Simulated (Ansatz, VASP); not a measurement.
One calculation of YNbTl, two programs

```
CELL_PARAMETERS angstrom
3.99663 0.00000 0.00000
0.00000 3.99663 0.00000
0.00000 0.00000 6.18657
ATOMIC_POSITIONS crystal
Y 0.50000 0.50000 0.00000
Nb 0.00000 0.00000 0.00000
Tl 0.50000 0.50000 0.50000
```

Alike in both runs: functional PBE; k mesh 4 × 4 × 4; occupations gaussian, width 0.1 eV; no spin polarisation.

Ansatz relaxed the structure, and its values are those at the end. VASP's run is a single point on that final structure, the one shown.

|  | VASP | Ansatz |
| --- | --- | --- |
| version | VASP 6.6.1 | Ansatz 0.2.0 |
| potentials or method | VASP PAW PBE potentials, release 64 (Y_sv, Nb_sv, Tl_d), cutoff 520 eV | scalar-relativistic, plane waves, PAW |
| valence electrons in the cell | 37 | 37 |

```tsv
	VASP	Ansatz	Ansatz less VASP
gap on the k mesh at the Fermi level (eV)	none	none	-
pressure (GPa)	0.0	0.0	+0.08
```

A gap of «none» marks a metal or a gap that the smearing closes.

The k mesh is coarse, so the values compare programs but aren't converged. Spin-orbit coupling is off throughout.
